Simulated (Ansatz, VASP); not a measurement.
One calculation of Se, two programs

```xyz
4
Lattice="2.4526 -2.4541 0.0000 2.4526 2.4541 0.0000 0.0000 0.0000 5.4164" Properties=species:S:1:pos:R:3 pbc="T T T"
Se    2.4526    1.2271    2.2337
Se    2.4526   -1.2271    3.1827
Se    1.2263    1.2271    0.0000
Se    1.2263   -1.2271    0.0000
```

Alike in both runs: task single point; functional PBE; k mesh 6 × 6 × 4; occupations gaussian, width 0.1 eV; no spin polarisation.

|  | VASP | Ansatz |
| --- | --- | --- |
| version | VASP 6.6.1 | Ansatz 0.2.0 |
| potentials or method | VASP PAW PBE potentials, release 64 (Se), cutoff 520 eV | scalar-relativistic, plane waves, PAW |
| valence electrons in the cell | 24 | 64 |

Ansatz gave:

| Property | Result |
| --- | --- |
| gap on the k mesh at the Fermi level (eV) | none |
| rms of the force components (eV/Å) | 0.406 |

Question: What did VASP give for the same quantities?

Answer: gap on the k mesh at the Fermi level (eV): none; rms of the force components (eV/Å): 0.409.

Atom by atom the forces differ by 0.003 eV/Å (rms over components). A gap of «none» marks a metal or a gap that the smearing closes. The functional is the same, so the differences come from potentials, cutoffs and numerics. VASP's potentials hold 24 valence electrons a cell and Ansatz's 64, so a difference there can come from the potentials and not from the codes.
